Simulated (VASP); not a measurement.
The system is Hf.

```
Hf
1.0
    -1.72970    1.72970    1.72970
     1.72970   -1.72970    1.72970
     1.72970    1.72970   -1.72970
Hf
1
Direct
  0.00000 0.00000 0.00000
```

This isn't the form of Hf at room conditions, which is hcp.

Base run:

| Quantity | Value |
| --- | --- |
| Program | VASP 6.6.1 |
| Functional | r2SCAN |
| Dispersion | D4 |
| Potentials or basis | VASP PAW PBE potentials, release 64 (Hf_pv) |
| Cutoff | 550 eV |
| k mesh | 10 × 10 × 10 |
| Occupations | methfessel-paxton, width 0.05 eV |
| Spin | no spin polarisation |

Its results: band gap on the k mesh zero (bands 5 and 6 overlap by 2.68 eV); pressure 7.4 GPa.

Problem. The run is repeated on the same cell with these changes: functional from r2SCAN to RPBE; cutoff from 550 eV to 500 eV; occupations from methfessel-paxton, width 0.05 eV to methfessel-paxton, width 0.1 eV. What comes out?

Solution. Band gap on the k mesh zero (bands 5 and 6 overlap by 2.44 eV); pressure 8.7 GPa.

Caveats: the cell stands under pressure; the PAW data sets were made with another functional, which shifts forces and pressure a little; spin-orbit coupling is left out, which moves the levels of the heavy elements.
